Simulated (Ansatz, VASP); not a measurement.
**CsLu: VASP beside Ansatz**

INCAR

```
  ALGO = Normal
  EDIFF = 1E-7
  ENCUT = 520
  GGA = PE
  ISIF = 2
  ISMEAR = 0
  LASPH = True
  LCHARG = False
  LREAL = False
  LWAVE = False
  NBANDS = 42
  NELM = 60
  PREC = Accurate
  SIGMA = 0.1
```

KPOINTS

```
k-points
0
Gamma
  4 4 2
```

POSCAR

```
CsLu
1.0
    3.8110206000      0.0000000000      0.0000000000
    0.0000000000      3.8110206000      0.0000000000
    0.0000000000      0.0000000000     11.1441534800
Cs Lu
2 2
Direct
    0.0000000000      0.5000000000      0.8735441600
    0.5000000000      0.0000000000      0.1264558400
    0.0000000000      0.5000000000      0.3811658300
    0.5000000000      0.0000000000      0.6188341700
```

Input for Ansatz:

```yaml
crystal:
  lattice:
    - [3.8110206, 0.0, 0.0]
    - [0.0, 3.8110206, 0.0]
    - [0.0, 0.0, 11.14415348]
  atoms:
    - { symbol: Cs, position: [0.0, 0.5, 0.87354416] }
    - { symbol: Cs, position: [0.5, 0.0, 0.12645584] }
    - { symbol: Lu, position: [0.0, 0.5, 0.38116583] }
    - { symbol: Lu, position: [0.5, 0.0, 0.61883417] }
basis:
  ecutwfc: 420
kpoints:
  mp_grid: { grid: [4, 4, 2] }
hamiltonian:
  xc: pbe
scf:
  occupations: { method: gaussian, width: 0.1 }
  lower_state_search: "off"
output:
  forces: true
  stress: true
  eigenvalues: true
```

Change from the starting cell: species swapped into the ZrCd type (P4/nmm, No. 129).

Alike in both runs: task single point; functional PBE; k mesh 4 × 4 × 2; occupations gaussian, width 0.1 eV; no spin polarisation.

|  | VASP | Ansatz |
| --- | --- | --- |
| version | VASP 6.6.1 | Ansatz 0.2.0 |
| potentials or method | VASP PAW PBE potentials, release 64 (Cs_sv, Lu), cutoff 520 eV | scalar-relativistic, plane waves, PAW |
| valence electrons in the cell | 68 | 68 |

Ansatz gave:

| Property | Result |
| --- | --- |
| gap on the k mesh at the Fermi level (eV) | none |
| pressure (GPa) | 1.0 |
| traceless stress, the component that is largest in VASP (GPa) | 0.53 |
| rms of the force components (eV/Å) | 0.612 |

Question: Estimate VASP's values.

Answer: gap on the k mesh at the Fermi level (eV): none; pressure (GPa): 1.0; traceless stress, the component that is largest in VASP (GPa): 0.54; rms of the force components (eV/Å): 0.612.

Atom by atom the forces differ by 0.002 eV/Å (rms over components). A gap of «none» marks a metal or a gap that the smearing closes. With one functional, cell and mesh, what is left measures potentials, basis and numerics.

The k mesh is coarse, so the values compare programs but aren't converged. Neither program's run includes spin-orbit coupling.
